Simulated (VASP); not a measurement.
ZnO, 4 atoms in the cell. Symmetry: P6_3/mmc, No. 194, hexagonal system. Conventional cell: a = 3.013 Å, b = 3.013 Å, c = 8.493 Å, α = 90.00°, β = 90.00°, γ = 120.00°. Zn (site symmetry -6m2) has 3 O at 1.74 Å within 2.3 Å. O (site symmetry -6m2) has 3 Zn at 1.74 Å within 2.3 Å.  This cell differs from its parent crystal: ratio of the length along z to the lengths across it x 1.3, volume and fractional coordinates fixed.

* Program: VASP 6.6.1
* Task: single point
* Functional: PBEsol
* Potentials or basis: VASP PAW PBE potentials, release 64 (Zn, O)
* Cutoff: 520 eV
* k mesh: 12 × 12 × 4
* Occupations: gaussian, width 0.05 eV
* Spin: no spin polarisation
* Dipole correction: no
* Further INCAR settings: ALGO = Normal; EDIFF = 1e-07; NBANDS = 26

Potentials or basis: VASP PAW PBE potentials, release 64 (Zn, O).

Launch:

```console
$ cat potpaw_PBE.64/Zn/POTCAR potpaw_PBE.64/O/POTCAR > POTCAR
$ mpirun -np 1 vasp_std > vasp.out
```

Hardware: 1 thread of Intel Xeon 8259CL, on a shared host.

How long does it take, and how much memory?

It took 110 s on 1 thread of Intel Xeon 8259CL, with other jobs on the host, peak memory 0.23 GiB. Counts: scf iterations 17, k points 57.
